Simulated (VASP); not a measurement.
# Lu3TlSe5 (P-62m) in VASP: single point with PBE

Aim: the single point of Lu3TlSe5 with PBE.

Everything below comes from runs of VASP 6.6.1. Logs are shortened: lines on timing, memory, paths and dates and some standing lists are left out, and cuts for length are marked.

**1. The cell of the first run**

It takes space group P-62m (No. 189, hexagonal). The conventional cell has a = 9.022 Å, b = 9.022 Å, c = 3.704 Å, α = 90.00°, β = 90.00°, γ = 120.00°. Lu (site symmetry m2m) has 6 Se at 2.65 to 3.20 Å within 3.5 Å. Tl (site symmetry -62m) has 6 Se at 3.02 Å and 2 Tl at 3.70 Å within 4.0 Å. Se (site symmetry m2m) has 2 Lu at 2.65 Å and 2 Tl at 3.02 Å and 2 Se at 3.36 Å within 3.5 Å. Within 4.2 Å of Se (site symmetry -6) lie 6 Lu at 3.20 Å and 5 Se at 3.36 to 3.70 Å.

**2. Single point, PBE**

INCAR

```
SYSTEM = Lu3TlSe5
PREC = Accurate
ENCUT = 520
EDIFF = 1E-7
ISMEAR = 0
SIGMA = 0.1
LREAL = .False.
LASPH = .True.
NELM = 60
ALGO = Normal
ISIF = 2
LWAVE = .False.
LCHARG = .False.
GGA = PE
NBANDS = 69
```

KPOINTS

```
Automatic mesh
0
Gamma
  3 3 4
  0 0 0
```

POSCAR

```
Lu3TlSe5
1.0
    9.0220077026      0.0000000000      0.0000000000
   -4.5110038513      7.8132878636      0.0000000000
    0.0000000000      0.0000000000      3.7039590730
Lu Tl Se
3 1 5
Direct
    0.4750112869      0.0000000000      0.0000000000
    0.0000000000      0.4750112869      0.0000000000
    0.5249887131      0.5249887131      0.0000000000
    0.0000000000      0.0000000000      0.0000000000
    0.2643290972      0.0000000000      0.5000000000
    0.0000000000      0.2643290972      0.5000000000
    0.7356709028      0.7356709028      0.5000000000
    0.3333333333      0.6666666667      0.5000000000
    0.6666666667      0.3333333333      0.5000000000
```

Potentials or basis: VASP PAW PBE potentials, release 64 (Lu, Tl_d, Se).

Command:

```sh
$ cat potpaw_PBE.64/Lu/POTCAR potpaw_PBE.64/Tl_d/POTCAR potpaw_PBE.64/Se/POTCAR > POTCAR
$ mpirun -np 1 vasp_std > vasp.out
```

OUTCAR:

```text
SYSTEM = Lu3TlSe5
   PREC = Accurate
   ENCUT = 520
   EDIFF = 1E-7
   ISMEAR = 0
   LREAL = .False.
   LASPH = .True.
   NELM = 60
   ISIF = 2
   GGA = PE

 ion  position               nearest neighbor table
   1  0.475  0.000  0.000-   5 2.65   5 2.65   8 3.20   8 3.20   9 3.20   9 3.20
   2  0.000  0.475  0.000-   6 2.65   6 2.65   9 3.20   9 3.20   8 3.20   8 3.20
   3  0.525  0.525  0.000-   7 2.65   7 2.65   8 3.20   8 3.20   9 3.20   9 3.20
   4  0.000  0.000  0.000-   5 3.02   5 3.02   7 3.02   6 3.02   6 3.02   7 3.02
   5  0.264  0.000  0.500-   1 2.65   1 2.65   4 3.02   4 3.02
   6  0.000  0.264  0.500-   2 2.65   2 2.65   4 3.02   4 3.02
   7  0.736  0.736  0.500-   3 2.65   3 2.65   4 3.02   4 3.02
   8  0.333  0.667  0.500-   1 3.20   1 3.20   2 3.20   2 3.20   3 3.20   3 3.20
   9  0.667  0.333  0.500-   2 3.20   2 3.20   1 3.20   1 3.20   3 3.20   3 3.20

  LATTYP: Found a hexagonal cell.
 ALAT       =     9.0220077026
 C/A-ratio  =     0.4105470972

  Lattice vectors:

 A1 = (   9.0220077026,   0.0000000000,   0.0000000000)
 A2 = (  -4.5110038513,   7.8132878636,   0.0000000000)
 A3 = (   0.0000000000,   0.0000000000,   3.7039590730)

Analysis of symmetry for initial positions (statically):
=====================================================================
 Subroutine PRICEL returns:
 Original cell was already a primitive cell.

 Routine SETGRP: Setting up the symmetry group for a
 hexagonal supercell.

 Subroutine GETGRP returns: Found 12 space group operations
 (whereof 12 operations were pure point group operations)
 out of a pool of 24 trial point group operations.

The static configuration has the point symmetry D_3h.

Analysis of symmetry for dynamics (positions and initial velocities):
=====================================================================
 Subroutine PRICEL returns:
 Original cell was already a primitive cell.

 Routine SETGRP: Setting up the symmetry group for a
 hexagonal supercell.

 Subroutine GETGRP returns: Found 12 space group operations
 (whereof 12 operations were pure point group operations)
 out of a pool of 24 trial point group operations.

The dynamic configuration has the point symmetry D_3h.

 Subroutine INISYM returns: Found 12 space group operations
 (whereof 12 operations are pure point group operations),
 and found     1 'primitive' translations

----------------------------------------------------------------------------------------

                                     Primitive cell

  volume of cell :     261.0978

  direct lattice vectors                    reciprocal lattice vectors
     9.022007703  0.000000000  0.000000000     0.110840074  0.063993546  0.000000000
    -4.511003851  7.813287864  0.000000000     0.000000000  0.127987093  0.000000000
     0.000000000  0.000000000  3.703959073     0.000000000  0.000000000  0.269981385

  length of vectors
     9.022007703  9.022007703  3.703959073     0.127987093  0.127987093  0.269981385

  position of ions in fractional coordinates (direct lattice)
     0.475011287  0.000000000  0.000000000
     1.000000000  0.475011287  0.000000000
     0.524988713  0.524988713  0.000000000
     0.000000000  0.000000000  0.000000000
     0.264329097  0.000000000  0.500000000
     1.000000000  0.264329097  0.500000000
     0.735670903  0.735670903  0.500000000
     0.333333333  0.666666667  0.500000000
     0.666666667  0.333333333  0.500000000

  ion indices of the primitive-cell ions
   primitive index   ion index
                 1           1
                 2           2
                 3           3
                 4           4
                 5           5
                 6           6
                 7           7
                 8           8
                 9           9

----------------------------------------------------------------------------------------

 KPOINTS: Automatic mesh

Automatic generation of k-mesh.
 Grid dimensions read from file:
 generate k-points for:    3    3    4

 Generating k-lattice:

  Cartesian coordinates                     Fractional coordinates (reciprocal lattice)
     0.036946691  0.021331182  0.000000000     0.333333333  0.000000000  0.000000000
     0.000000000  0.042662364  0.000000000     0.000000000  0.333333333  0.000000000
     0.000000000  0.000000000  0.067495346     0.000000000  0.000000000  0.250000000

  Length of vectors
     0.042662364  0.042662364  0.067495346

  Shift w.r.t. Gamma in fractional coordinates (k-lattice)
     0.000000000  0.000000000  0.000000000

 Subroutine IBZKPT returns following result:
 ===========================================

 Found      9 irreducible k-points:

 Following reciprocal coordinates:
            Coordinates               Weight
  0.000000  0.000000  0.000000      1.000000
  0.333333  0.000000  0.000000      6.000000
  0.333333  0.333333  0.000000      2.000000
  0.000000  0.000000  0.250000      2.000000
  0.333333  0.000000  0.250000     12.000000
  0.333333  0.333333  0.250000      4.000000
  0.000000  0.000000  0.500000      1.000000
  0.333333  0.000000  0.500000      6.000000
  0.333333  0.333333  0.500000      2.000000
   k-points           NKPTS =      9   k-points in BZ     NKDIM =      9   number of bands    NBANDS=     69
   number of dos      NEDOS =    301   number of ions     NIONS =      9
   total plane-waves  NPLWV = 137200
   dimension x,y,z NGX =    70 NGY =   70 NGZ =   28
   dimension x,y,z NGXF=   140 NGYF=  140 NGZF=   56
   ions per type =               3   1   5
   NGX,Y,Z   is equivalent  to a cutoff of  12.90, 12.90, 12.57 a.u.
   NGXF,Y,Z  is equivalent  to a cutoff of  25.80, 25.80, 25.13 a.u.
 SYSTEM =  Lu3TlSe5
   PREC   = accura    normal or accurate (medium, high low for compatibility)
   ISTART =      0    job   : 0-new  1-cont  2-samecut
   ICHARG =      2    charge: 1-file 2-atom 10-const
   ISPIN  =      1    spin polarized calculation?
   LNONCOLLINEAR =      F non collinear calculations
   LSORBIT =      F    spin-orbit coupling
   LASPH  =      T    aspherical Exc in radial PAW
   ENCUT  =  520.0 eV  38.22 Ry    6.18 a.u.  16.77 16.77  6.89*2*pi/ulx,y,z
   NELM   =     60;   NELMIN=  2; NELMDL= -5     # of ELM steps
   EDIFF  = 0.1E-06   stopping-criterion for ELM
   LREAL  =      F    real-space projection
   EDIFFG = 0.1E-05   stopping-criterion for IOM
   NSW    =      0    number of steps for IOM
   IBRION =     -1    ionic relax: 0-MD 1-quasi-New 2-CG
   NFREE  =      0    steps in history (QN), initial steepest desc. (CG)
   ISIF   =      2    stress and relaxation
   ISYM   =      2    0-nonsym 1-usesym 2-fastsym
   POTIM  = 0.5000    time-step for ionic-motion
   TEBEG  =    0.0;   TEEND  =   0.0 temperature during run
   PSTRESS=    0.0 pullay stress
   NELECT =     118.0000    total number of electrons
   NUPDOWN=      -1.0000    fix difference up-down
   EMIN   =  10.00;   EMAX   =-10.00  energy-range for DOS
   EFERMI =   0.00;   METHOD = LEGACY
   ISMEAR =     0;   SIGMA  =   0.10  broadening in eV -4-tet -1-fermi 0-gaus
   EFERMI_NEDOS =   21; number of points for ismear=-14 and -15
   IALGO  =     38    algorithm
   IMIX   =      4    mixing-type and parameters
     AMIX     =   0.40;   BMIX     =  1.00
     AMIX_MAG =   1.60;   BMIX_MAG =  1.00
  volume/ion in A,a.u.               =      29.01       195.77
  Fermi-wavevector in a.u.,A,eV,Ry     =   1.256322  2.374105 21.474700  1.578346
  Thomas-Fermi vector in A             =   2.390036
   LORBIT       =      0    0 simple, 1 ext, 2 COOP (PROOUT), +10 PAW based schemes
   GGA     = PE    functional components
   LHFCALC =     F    Hartree Fock is set to
   AEXX    =    0.0000 exact exchange contribution
   IVDW    =     0    specifies the selected vdW correction
   LEPSILON=     F    determine dielectric tensor
   LRPA    =     F    only Hartree local field effects (RPA)
 non-spin polarized calculation
 Gauss-broadening in eV      SIGMA  =   0.10
  energy-cutoff  :      520.00
  volume of cell :      261.10
 maximum number of plane-waves:      7094
 NGX is ok and might be reduce to    70
   NGX = 33   NGY = 33   NGZ = 13

 number of electron     117.9999989 magnetization

 Free energy of the ion-electron system (eV)
  ---------------------------------------------------
  ext. energy  EPLUGINS =         0.00000000
  ---------------------------------------------------
  free energy    TOTEN  =       -41.81046127 eV

  energy without entropy =      -41.81045997  energy(sigma->0) =      -41.81046062

 E-fermi :   3.0591     XC(G=0):  -9.3244

 val. band max:        2.7622898973   @ k =   0.3333   0.3333   0.5000
 cond. band min:       3.3507010236   @ k =   0.0000   0.0000   0.5000
 fundamental gap:      0.5884111264
 Fermi energy:         3.0590839584

 k-point     1 :       0.0000    0.0000    0.0000
  band No.  band energies     occupation
      1     -54.0787      2.00000
      2     -54.0785      2.00000
      3     -54.0785      2.00000
      4     -24.8145      2.00000
      5     -24.8145      2.00000
      6     -24.8085      2.00000
[... 61 lines left out ...]
     68       5.9267      0.00000
     69       5.9787      0.00000

 k-point     2 :       0.3333    0.0000    0.0000
  band No.  band energies     occupation
      1     -54.0787      2.00000
      2     -54.0786      2.00000
      3     -54.0785      2.00000
      4     -24.8143      2.00000
      5     -24.8131      2.00000
      6     -24.8097      2.00000
[... 61 lines left out ...]
     68       5.9781      0.00000
     69       6.0861      0.00000

 k-point     3 :       0.3333    0.3333    0.0000
  band No.  band energies     occupation
      1     -54.0786      2.00000
      2     -54.0786      2.00000
      3     -54.0785      2.00000
      4     -24.8142      2.00000
      5     -24.8114      2.00000
      6     -24.8114      2.00000
[... 421 lines left out ...]
     68       5.9128      0.00000
     69       6.2325      0.00000

 k-point     9 :       0.3333    0.3333    0.5000
  band No.  band energies     occupation
      1     -54.0748      2.00000
      2     -54.0748      2.00000
      3     -54.0747      2.00000
      4     -24.7898      2.00000
      5     -24.7874      2.00000
      6     -24.7874      2.00000
[... 61 lines left out ...]
     68       5.8181      0.00000
     69       6.3793      0.00000

------------------------ aborting loop because EDIFF is reached ----------------------------------------

  FORCE on cell =-STRESS in cart. coord.  units (eV):
  Direction    XX          YY          ZZ          XY          YZ          ZX
  --------------------------------------------------------------------------------------
  -------------------------------------------------------------------------------------
  Total        0.1754279      0.1754279      0.2897906      0.0000000      0.0000000      0.0000000
  in kB        1.0764803      1.0764803      1.7782451      0.0000000      0.0000000      0.0000000
  external PRESSURE =       1.3104019 kB  Pullay stress =       0.0000000 kB

 VOLUME and BASIS-vectors are now :
 -----------------------------------------------------------------------------
  energy-cutoff  :      520.00
  volume of cell :      261.10
      direct lattice vectors                 reciprocal lattice vectors
     9.022007703  0.000000000  0.000000000     0.110840074  0.063993546  0.000000000
    -4.511003851  7.813287864  0.000000000     0.000000000  0.127987093  0.000000000
     0.000000000  0.000000000  3.703959073     0.000000000  0.000000000  0.269981385

 POSITION                                       TOTAL-FORCE (eV/Angst)
 -----------------------------------------------------------------------------------
      4.28556      0.00000      0.00000         0.052541      0.000000      0.000000
     -2.14278      3.71140      0.00000        -0.026271      0.045502     -0.000000
      2.36823      4.10189      0.00000        -0.026271     -0.045502      0.000000
      0.00000      0.00000      0.00000        -0.000000      0.000000     -0.000000
      2.38478      0.00000      1.85198        -0.050761      0.000000     -0.000000
     -1.19239      2.06528      1.85198         0.025381     -0.043961     -0.000000
      3.31861      5.74801      1.85198         0.025381      0.043961     -0.000000
     -0.00000      5.20886      1.85198        -0.000000      0.000000     -0.000000
      4.51100      2.60443      1.85198        -0.000000      0.000000     -0.000000
 -----------------------------------------------------------------------------------
    total drift:                                0.000004      0.000006     -0.000003

  FREE ENERGIE OF THE ION-ELECTRON SYSTEM (eV)
  ---------------------------------------------------
  free  energy   TOTEN  =       -41.8104612709 eV

  energy  without entropy=      -41.8104599671  energy(sigma->0) =      -41.81046062
```

Run time: 5.6 min. Hardware: 1 thread of Intel Xeon Platinum 8488C (Sapphire Rapids), shared host; peak memory 0.43 GiB.

Results:

```
Free energy            : -41.8105 eV
Pressure               : 0.1 GPa
Largest force          : 0.053 eV/Å
Band gap on the k mesh : 0.59 eV, indirect (least direct gap 0.78 eV)
```

Forces in eV/Å, atoms in the order of the input:
```
Lu   0.053  0.000  0.000
Lu  -0.026  0.046  0.000
Lu  -0.026 -0.046  0.000
Tl   0.000  0.000  0.000
Se  -0.051  0.000  0.000
Se   0.025 -0.044  0.000
Se   0.025  0.044  0.000
Se   0.000  0.000  0.000
Se   0.000  0.000  0.000
```

Levels at points of the mesh, in eV from the valence-band top:
| k point | band 55 | band 56 | band 57 | band 58 | band 59 | band 60 | band 61 | band 62 | band 63 | band 64 |
| --- | --- | --- | --- | --- | --- | --- | --- | --- | --- | --- |
| (0.00, 0.00, 0.00) | -1.21 | -1.19 | -1.19 | -1.09 | -0.48 | 0.66 | 1.91 | 1.91 | 2.07 | 2.07 |
| (0.00, 0.00, 0.50) | -1.19 | -1.19 | -1.13 | -0.19 | -0.19 | 0.59 | 0.59 | 2.04 | 2.25 | 2.25 |

Caveat: the k points lie up to 0.42 Å⁻¹ apart; spin-orbit coupling is left out, which moves the levels of the heavy elements.
